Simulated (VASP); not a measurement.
A run of VASP 6.6.1 is set up as follows.

Contents of POSCAR:

```
CuPd
1.0
    3.0153678801      0.0000000000      0.0000000000
    0.0000000000      3.0153678801      0.0000000000
    0.0000000000      0.0000000000      3.0153678801
Cu Pd
1 1
Direct
    0.0000000000      0.0000000000      0.0000000000
    0.5000000000      0.5000000000      0.5000000000
```

Contents of INCAR.step1:

```
PREC = Accurate
ENCUT = 600
ISMEAR = 0
SIGMA = 0.1
LREAL = False
LASPH = True
NELM = 100
GGA = PE
ALGO = Normal
EDIFF = 1E-4
LWAVE = True
LCHARG = False
```

The input INCAR.step2:

```
PREC = Accurate
ENCUT = 600
EDIFF = 1E-6
ISMEAR = 0
SIGMA = 0.1
LREAL = False
LASPH = True
NELM = 100
ALGO = Normal
ISIF = 3
LWAVE = False
LCHARG = False
METAGGA = R2SCAN
LMIXTAU = True
IBRION = 2
NSW = 70
EDIFFG = -0.02
ISTART = 1
```

Contents of KPOINTS:

```
regular mesh
0
Gamma
  18 18 18
```

Potentials or basis: VASP PAW PBE potentials, release 64 (Cu, Pd).

Run with:

```bash
$ cat potpaw_PBE.64/Cu/POTCAR potpaw_PBE.64/Pd/POTCAR > POTCAR
$ cp INCAR.step1 INCAR
$ mpirun -np 1 vasp_std > vasp.out
$ cp INCAR.step2 INCAR
$ mpirun -np 1 vasp_std > vasp.out
```

(1) Estimate the relaxed cell.

(2) What does it give for the relaxed volume?

Results:

(1) a = 2.984 Å, b = 2.984 Å, c = 2.984 Å, α = 90.00°, β = 90.00°, γ = 90.00°.

(2) 13.29 Å³/atom.

Caveat: the PAW data sets were made with another functional, which shifts forces and pressure a little.
